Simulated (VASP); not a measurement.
# Sb (Pm-3m) in VASP: notebook

Runs on Sb. Level: LDA. Tasks: single point, relaxation of cell and atoms.

Program: VASP 6.6.1. These are calculated values, not measurements. Logs are shortened: lines on timing, memory, paths and dates and some standing lists are left out, and cuts for length are marked.

## (1) The cell of the first run

It takes space group Pm-3m (No. 221, cubic). The conventional cell has a = 2.698 Å, b = 2.698 Å, c = 2.698 Å, α = 90.00°, β = 90.00°, γ = 90.00°. Within 3.6 Å of Sb (site symmetry m-3m) lie 6 Sb at 2.70 Å.

## (2) Single point, LDA

Input file INCAR:

```
SYSTEM = Sb
ALGO     = Normal         ! electronic algorithm
EDIFF    = 1E-6           ! SCF threshold, eV
ENCUT    = 520            ! plane-wave cutoff, eV
ISIF     = 2              ! what is computed and relaxed
ISMEAR   = -1             ! smearing method
LASPH    = .True.         ! aspherical terms in the spheres
LCHARG   = .False.        ! write CHGCAR
LREAL    = .False.        ! projectors in reciprocal space
LWAVE    = .False.        ! write WAVECAR
NBANDS   = 8              ! bands
NELM     = 60             ! most SCF steps
PREC     = Accurate       ! precision mode
SIGMA    = 0.08           ! smearing width, eV
```

Input file KPOINTS:

```
k-points
0
Gamma
  14 14 14
  0 0 0
```

Input file POSCAR:

```
Sb
1.0
    2.6980842402      0.0000000000      0.0000000000
    0.0000000000      2.6980842402      0.0000000000
    0.0000000000      0.0000000000      2.6980842402
Sb
1
Direct
    0.0000000000      0.0000000000      0.0000000000
```

Potentials or basis: VASP PAW LDA potentials, release 64 (Sb).

Run with:

```sh
$ cat potpaw_LDA.64/Sb/POTCAR > POTCAR
$ mpirun -np 1 vasp_std > vasp.out
```

OUTCAR:

```text
SYSTEM = Sb
   EDIFF = 1E-6
   ENCUT = 520
   ISIF = 2
   ISMEAR = -1
   LASPH = .True.
   LREAL = .False.
   NELM = 60
   PREC = Accurate

 ion  position               nearest neighbor table
   1  0.000  0.000  0.000-

  LATTYP: Found a simple cubic cell.
 ALAT       =     2.6980842402

  Lattice vectors:

 A1 = (   2.6980842402,   0.0000000000,   0.0000000000)
 A2 = (   0.0000000000,   2.6980842402,   0.0000000000)
 A3 = (   0.0000000000,   0.0000000000,   2.6980842402)

Analysis of symmetry for initial positions (statically):
=====================================================================
 Subroutine PRICEL returns:
 Original cell was already a primitive cell.

 Routine SETGRP: Setting up the symmetry group for a
 simple cubic supercell.

 Subroutine GETGRP returns: Found 48 space group operations
[... 9 lines left out ...]

 Routine SETGRP: Setting up the symmetry group for a
 simple cubic supercell.

 Subroutine GETGRP returns: Found 48 space group operations
[... 11 lines left out ...]
                                     Primitive cell

  volume of cell :      19.6411

  direct lattice vectors                    reciprocal lattice vectors
     2.698084240  0.000000000  0.000000000     0.370633350  0.000000000  0.000000000
     0.000000000  2.698084240  0.000000000     0.000000000  0.370633350  0.000000000
     0.000000000  0.000000000  2.698084240     0.000000000  0.000000000  0.370633350

  length of vectors
     2.698084240  2.698084240  2.698084240     0.370633350  0.370633350  0.370633350

  position of ions in fractional coordinates (direct lattice)
     0.000000000  0.000000000  0.000000000

  ion indices of the primitive-cell ions
   primitive index   ion index
                 1           1

----------------------------------------------------------------------------------------

 KPOINTS: k-points

Automatic generation of k-mesh.
 Grid dimensions read from file:
 generate k-points for:   14   14   14

 Generating k-lattice:

  Cartesian coordinates                     Fractional coordinates (reciprocal lattice)
     0.026473811  0.000000000  0.000000000     0.071428571  0.000000000  0.000000000
     0.000000000  0.026473811  0.000000000     0.000000000  0.071428571  0.000000000
     0.000000000  0.000000000  0.026473811     0.000000000  0.000000000  0.071428571

  Length of vectors
     0.026473811  0.026473811  0.026473811

  Shift w.r.t. Gamma in fractional coordinates (k-lattice)
     0.000000000  0.000000000  0.000000000

[... 44 lines left out ...]
   ISPIN  =      1    spin polarized calculation?
   LNONCOLLINEAR =      F non collinear calculations
   LSORBIT =      F    spin-orbit coupling
   LASPH  =      T    aspherical Exc in radial PAW
   ENCUT  =  520.0 eV  38.22 Ry    6.18 a.u.   5.02  5.02  5.02*2*pi/ulx,y,z
   NELM   =     60;   NELMIN=  2; NELMDL= -5     # of ELM steps
   EDIFF  = 0.1E-05   stopping-criterion for ELM
   LREAL  =      F    real-space projection
   EDIFFG = 0.1E-04   stopping-criterion for IOM
   NSW    =      0    number of steps for IOM
   IBRION =     -1    ionic relax: 0-MD 1-quasi-New 2-CG
   NFREE  =      0    steps in history (QN), initial steepest desc. (CG)
   ISIF   =      2    stress and relaxation
   ISYM   =      2    0-nonsym 1-usesym 2-fastsym
   POTIM  = 0.5000    time-step for ionic-motion
   TEBEG  =    0.0;   TEEND  =   0.0 temperature during run
   PSTRESS=    0.0 pullay stress
   NELECT =       5.0000    total number of electrons
   NUPDOWN=      -1.0000    fix difference up-down
   EMIN   =  10.00;   EMAX   =-10.00  energy-range for DOS
   EFERMI =   0.00;   METHOD = LEGACY
   ISMEAR =    -1;   SIGMA  =   0.08  broadening in eV -4-tet -1-fermi 0-gaus
   EFERMI_NEDOS =   21; number of points for ismear=-14 and -15
   IALGO  =     38    algorithm
   IMIX   =      4    mixing-type and parameters
     AMIX     =   0.40;   BMIX     =  1.00
     AMIX_MAG =   1.60;   BMIX_MAG =  1.00
  volume/ion in A,a.u.               =      19.64       132.54
  Fermi-wavevector in a.u.,A,eV,Ry     =   1.037551  1.960687 14.646828  1.076511
  Thomas-Fermi vector in A             =   2.171994
   LORBIT       =      0    0 simple, 1 ext, 2 COOP (PROOUT), +10 PAW based schemes
   GGA     = CA    functional components
   LHFCALC =     F    Hartree Fock is set to
   AEXX    =    0.0000 exact exchange contribution
   IVDW    =     0    specifies the selected vdW correction
   LEPSILON=     F    determine dielectric tensor
   LRPA    =     F    only Hartree local field effects (RPA)
 non-spin polarized calculation
  energy-cutoff  :      520.00
  volume of cell :       19.64
 maximum number of plane-waves:       552
   NGX = 11   NGY = 11   NGZ = 11

 number of electron       4.9999999 magnetization

 Free energy of the ion-electron system (eV)
  ---------------------------------------------------
  ext. energy  EPLUGINS =         0.00000000
  ---------------------------------------------------
  free energy    TOTEN  =        -3.73315836 eV

  energy without entropy =       -3.72602947  energy(sigma->0) =       -3.72959391

 E-fermi :  13.5670     XC(G=0): -11.6428

 val. band max:       13.5571831100   @ k =   0.5000   0.2857   0.2857
 cond. band min:      13.5788801384   @ k =   0.2857   0.2143   0.2143
 fundamental gap:      0.0216970283
 Fermi energy:        13.5669780491

 k-point     1 :       0.0000    0.0000    0.0000
  band No.  band energies     occupation
      1      -2.9590      2.00000
      2      17.7391      0.00000
      3      17.7391      0.00000
      4      17.7391      0.00000
      5      20.9072      0.00000
      6      20.9072      0.00000
      7      24.5302      0.00000
      8      31.8136      0.00000
[... 243 lines left out ...]
 k-point    24 :       0.3571    0.2143    0.0000
  band No.  band energies     occupation
      1       0.7150      2.00000
      2       7.9733      2.00000
      3      14.1277      0.00181
      4      20.8567      0.00000
      5      21.4914      0.00000
      6      24.0634      0.00000
      7      27.6905      0.00000
      8      27.7041      0.00000

 [... further k-points ...]
[... 5 lines left out ...]
  --------------------------------------------------------------------------------------
  -------------------------------------------------------------------------------------
  Total        6.8826963      6.8826963      6.8826963     -0.0000000     -0.0000000      0.0000000
  in kB      561.4391229    561.4391229    561.4391229     -0.0000000     -0.0000000      0.0000000
  external PRESSURE =     561.4391229 kB  Pullay stress =       0.0000000 kB

 VOLUME and BASIS-vectors are now :
 -----------------------------------------------------------------------------
  energy-cutoff  :      520.00
  volume of cell :       19.64
      direct lattice vectors                 reciprocal lattice vectors
     2.698084240  0.000000000  0.000000000     0.370633350  0.000000000  0.000000000
     0.000000000  2.698084240  0.000000000     0.000000000  0.370633350  0.000000000
     0.000000000  0.000000000  2.698084240     0.000000000  0.000000000  0.370633350

 POSITION                                       TOTAL-FORCE (eV/Angst)
 -----------------------------------------------------------------------------------
      0.00000      0.00000      0.00000         0.000000      0.000000      0.000000
 -----------------------------------------------------------------------------------
    total drift:                               -0.000000     -0.000000      0.000000

  FREE ENERGIE OF THE ION-ELECTRON SYSTEM (eV)
  ---------------------------------------------------
  free  energy   TOTEN  =        -3.7331583561 eV

  energy  without entropy=       -3.7260294678  energy(sigma->0) =       -3.72959391
```

OSZICAR:

```text
N       E                     dE             d eps       ncg     rms          rms(c)
DAV:   1     0.760329341411E+01    0.76033E+01   -0.18277E+03  1960   0.428E+02
DAV:   2    -0.366864744852E+01   -0.11272E+02   -0.10787E+02  2840   0.605E+01
DAV:   3    -0.379006024103E+01   -0.12141E+00   -0.12124E+00  2256   0.725E+00
DAV:   4    -0.379041008747E+01   -0.34985E-03   -0.34984E-03  2792   0.455E-01
DAV:   5    -0.379041133302E+01   -0.12456E-05   -0.12467E-05  2320   0.178E-02    0.427E+00
DAV:   6    -0.375155612151E+01    0.38855E-01   -0.12117E-02  2272   0.574E-01    0.266E+00
DAV:   7    -0.373340365773E+01    0.18152E-01   -0.22442E-02  2248   0.797E-01    0.120E-01
DAV:   8    -0.373315739459E+01    0.24626E-03   -0.10512E-03  2112   0.202E-01    0.117E-02
DAV:   9    -0.373315835608E+01   -0.96149E-06   -0.97249E-06  2824   0.249E-02
   1 F= -.37331584E+01 E0= -.37295939E+01  d E =-.712889E-02
```

It took 12 s on 1 thread of Intel Xeon 8259CL, shared host; peak memory 0.13 GiB.

Results:

```
Free energy : -3.7332 eV
Pressure    : 56.1 GPa
```

Caveat: spin-orbit coupling is left out, which moves the levels of the heavy elements.

## (3) Single point, LDA

Input file INCAR:

```
  ALGO = Normal
  EDIFF = 1E-6
  ENCUT = 520
  ISIF = 2
  ISMEAR = -1
  LASPH = T
  LCHARG = F
  LREAL = F
  LWAVE = F
  NBANDS = 8
  NELM = 80
  PREC = Accurate
  SIGMA = 0.08
```

Input file KPOINTS:

```
k-points
0
Gamma
  14 14 14
```

Input file POSCAR:

```
Sb
1.0
    2.6982492227      0.0000000000      0.0000000000
    0.0000000000      2.6982492227      0.0000000000
    0.0000000000      0.0000000000      2.6982492227
Sb
1
Direct
    0.0000000000      0.0000000000      0.0000000000
```

Potentials or basis: VASP PAW LDA potentials, release 64 (Sb).

Run with:

```sh
$ cat potpaw_LDA.64/Sb/POTCAR > POTCAR
$ mpirun -np 1 vasp_std > vasp.out
```

Wall time 14 s (1 thread of Intel Xeon 8259CL, shared host); peak memory 0.13 GiB.

It converged, with:

```
Free energy : -3.7344 eV
Pressure    : 56.1 GPa
```

Levels at points of the mesh, in eV from the Fermi level:
| k point | band 1 | band 2 | band 3 | band 4 | band 5 | band 6 | band 7 |
| --- | --- | --- | --- | --- | --- | --- | --- |
| (0.00, 0.00, 0.00) | -16.52 | 4.17 | 4.17 | 4.17 | 7.34 | 7.34 | 10.96 |
| (0.50, 0.00, 0.00) | -12.19 | -9.10 | 7.92 | 7.92 | 10.02 | 11.17 | 11.39 |
| (0.50, 0.50, 0.00) | -7.33 | -5.82 | -5.82 | 0.37 | 12.43 | 14.14 | 14.14 |
| (0.50, 0.50, 0.50) | -2.61 | -2.61 | -2.61 | -1.32 | 4.14 | 4.14 | 4.14 |

Caveat: spin-orbit coupling is left out, which moves the levels of the heavy elements.

## (4) Relaxation of cell and atoms, LDA, target pressure 54 GPa, at which the enthalpy is minimised

This run uses another cell than the first one, of 18.90 Å³/atom, 0.962 times its volume.

Input file INCAR:

```
ALGO     = Normal         # electronic algorithm
EDIFF    = 1E-6           # SCF threshold, eV
EDIFFG   = -0.005         # ionic threshold
ENCUT    = 600            # plane-wave cutoff, eV
IBRION   = 2              # ionic algorithm
ISIF     = 3              # what is computed and relaxed
ISMEAR   = -1             # smearing method
LASPH    = True           # aspherical terms in the spheres
LCHARG   = False          # write CHGCAR
LREAL    = False          # projectors in reciprocal space
LWAVE    = False          # write WAVECAR
NELM     = 80             # most SCF steps
NSW      = 60             # ionic steps
PREC     = Accurate       # precision mode
PSTRESS  = 540.0        
SIGMA    = 0.08           # smearing width, eV
```

KPOINTS is that of step 3.

Input file POSCAR:

```
Sb
1.0
    2.6635199930      0.0000000000      0.0000000000
    0.0000000000      2.6635199930      0.0000000000
    0.0000000000      0.0000000000      2.6635199930
Sb
1
Direct
    0.0000000000      0.0000000000      0.0000000000
```

Run with:

```sh
$ cat potpaw_LDA.64/Sb/POTCAR > POTCAR
$ mpirun -np 1 vasp_std > vasp.out
```

Run time: 67 s. Hardware: 1 thread of Intel Xeon 8259CL, shared host; peak memory 0.15 GiB.

It converged, with:

```yaml
Free_energy: -3.7847 eV
Relaxed_volume: 19.79 Å³/atom
Relaxed_cell: a = 2.705 Å, b = 2.705 Å, c = 2.705 Å, α = 90.00°, β = 90.00°, γ = 90.00°
Space_group_after_relaxing_to_0.05_Å: Pm-3m (No. 221)
Energy_change_on_relaxing_the_enthalpy_is_what_falls: -339.4 meV/atom
Ionic_steps: 15
Pressure_after_relaxing: 54.0 GPa
```

The path:
| step | energy change (eV) | largest force (eV/Å) | pressure (GPa) | volume (Å³) |
| --- | --- | --- | --- | --- |
| 1 | 0.0000 | 0.0000 | 68.02 | 18.90 |
| 2 | -1.1580 | 0.0000 | 16.74 | 23.79 |
| 3 | -0.3696 | 0.0000 | 52.73 | 19.88 |
| 4 | -0.3407 | 0.0000 | 53.94 | 19.79 |
| 5 | -0.3346 | 0.0000 | 54.20 | 19.78 |
| 6 | -0.3349 | 0.0000 | 54.19 | 19.78 |
| 7 | -0.3358 | 0.0000 | 54.16 | 19.78 |
| 8 | -0.3358 | 0.0000 | 54.15 | 19.78 |
| 9 | -0.3358 | 0.0000 | 54.15 | 19.78 |
| 10 | -0.3359 | 0.0000 | 54.15 | 19.78 |
| 11 | -0.3360 | 0.0000 | 54.14 | 19.78 |
| 12 | -0.3362 | 0.0000 | 54.14 | 19.78 |
| 13 | -0.3367 | 0.0000 | 54.12 | 19.78 |
| 14 | -0.3376 | 0.0000 | 54.09 | 19.79 |
| 15 | -0.3394 | 0.0000 | 54.02 | 19.79 |

Final structure:
```cif
data_structure
_symmetry_space_group_name_H-M 'P 1'
_symmetry_Int_Tables_number 1
_cell_length_a 2.7049
_cell_length_b 2.7049
_cell_length_c 2.7049
_cell_angle_alpha 90.000
_cell_angle_beta 90.000
_cell_angle_gamma 90.000
_cell_volume 19.79
loop_
_atom_site_label
_atom_site_type_symbol
_atom_site_fract_x
_atom_site_fract_y
_atom_site_fract_z
_atom_site_occupancy
Sb1 Sb 0.00000 0.00000 0.00000 1
```

Levels at points of the mesh, in eV from the Fermi level:
| k point | band 1 | band 2 | band 3 | band 4 | band 5 | band 6 |
| --- | --- | --- | --- | --- | --- | --- |
| (0.00, 0.00, 0.00) | -16.43 | 4.16 | 4.16 | 4.16 | 7.33 | 7.33 |
| (0.50, 0.00, 0.00) | -12.14 | -9.02 | 7.87 | 7.87 | 10.00 | 11.38 |
| (0.50, 0.50, 0.00) | -7.33 | -5.77 | -5.77 | 0.41 | 12.31 | 14.13 |
| (0.50, 0.50, 0.50) | -2.59 | -2.59 | -2.59 | -1.40 | 4.16 | 4.16 |

Caveat: the cell is relaxed towards a set pressure, so the enthalpy falls and the energy may rise; spin-orbit coupling is left out, which moves the levels of the heavy elements.

[end of part 1 of 2]
